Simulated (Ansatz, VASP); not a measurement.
**Sc: VASP beside Ansatz**

INCAR

```
PREC = Accurate ; ENCUT = 520
EDIFF = 1E-6 ; ISMEAR = -1
SIGMA = 0.05 ; LREAL = False
LASPH = True ; NELM = 100
ALGO = Normal ; ISIF = 2
LWAVE = False ; LCHARG = False
GGA = PS ; NBANDS = 18
```

File KPOINTS:

```
regular mesh
0
Gamma
  9 9 5
```

Contents of POSCAR:

```
Sc
1.0
    3.2642783016      0.0000000000      0.0000000000
   -1.6321391508      2.8269479342      0.0000000000
    0.0000000000      0.0000000000      5.2020304526
Sc
2
Direct
    0.6666666667      0.3333333333      0.7500000000
    0.3333333333      0.6666666667      0.2500000000
```

input.yaml

```yaml
crystal:
  lattice:
    - [3.2642783016, 0.0, 0.0]
    - [-1.6321391508, 2.8269479342, 0.0]
    - [0.0, 0.0, 5.2020304526]
  atoms:
    - { symbol: Sc, position: [0.6666666667, 0.3333333333, 0.75] }
    - { symbol: Sc, position: [0.3333333333, 0.6666666667, 0.25] }
kpoints:
  mp_grid: { grid: [9, 9, 5] }
scf:
  occupations: { method: fermi_dirac, width: 0.05 }
hamiltonian:
  xc: pbesol
  pseudopotentials: { kind: all_electron, lapw: { basis_error: 0.0005 } }
output:
  forces: true
  stress: true
  eigenvalues: true
```

Change from the starting cell: volume scaled by 0.96.

Alike in both runs: task single point; functional PBEsol; k mesh 9 × 9 × 5; occupations fermi-dirac, width 0.05 eV; no spin polarisation.

```csv
,VASP,Ansatz
version,VASP 6.6.1,Ansatz 0.2.0
potentials or method,"VASP PAW PBE potentials, release 64 (Sc_sv), cutoff 520 eV","all-electron LAPW, scalar-relativistic"
```

|  | VASP | Ansatz | Ansatz less VASP |
| --- | --- | --- | --- |
| gap on the k mesh at the Fermi level (eV) | none | none | - |
| pressure (GPa) | -0.7 | -0.7 | 0.00 |
| traceless stress, the component that is largest in VASP (GPa) | -1.18 | -1.18 | -0.002 |

VASP's potentials were made for PBE, not for PBEsol. A gap of «none» marks a metal or a gap that the smearing closes. Ansatz ran all-electron here, and VASP with PAW potentials.
